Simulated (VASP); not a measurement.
A run of VASP 6.6.1 is set up as follows.

INCAR

```
ALGO = Normal
EDIFF = 1E-6
EDIFFG = -0.01
ENCUT = 600
GGA = PE
IBRION = 2
ISIF = 3
ISMEAR = 0
LASPH = T
LCHARG = F
LREAL = F
LWAVE = F
NELM = 100
NSW = 100
PREC = Accurate
SIGMA = 0.1
```

Contents of KPOINTS:

```
k-points
0
Gamma
  16 16 16
```

POSCAR

```
C
1.0
    2.8448998587      0.0000000000      0.0000000000
    0.0000000000      2.8448998587      0.0000000000
    0.0000000000      0.0000000000      2.8448998587
C
4
Direct
    0.6250000000      0.6250000000      0.6250000000
    0.8750000000      0.3750000000      0.1250000000
    0.1250000000      0.8750000000      0.3750000000
    0.3750000000      0.1250000000      0.8750000000
```

Potentials or basis: VASP PAW PBE potentials, release 64 (C).

Launch:

```bash
$ cat potpaw_PBE.64/C/POTCAR > POTCAR
$ mpirun -np 1 vasp_std > vasp.out
```

Task: Predict the space group after relaxing (to 0.1 Å).

Result: P4_332 (No. 212).

Task: Predict the relaxed cell.

Result: a = 2.844 Å, b = 2.844 Å, c = 2.844 Å, α = 90.00°, β = 90.00°, γ = 90.00°.

Task: What does it give for the relaxed volume?

Result: 5.75 Å³/atom.

Final structure:
```
C
1.0
     2.84353    0.00000    0.00000
     0.00000    2.84353    0.00000
     0.00000    0.00000    2.84353
C
4
Direct
  0.62500 0.62500 0.62500
  0.87500 0.37500 0.12500
  0.12500 0.87500 0.37500
  0.37500 0.12500 0.87500
```
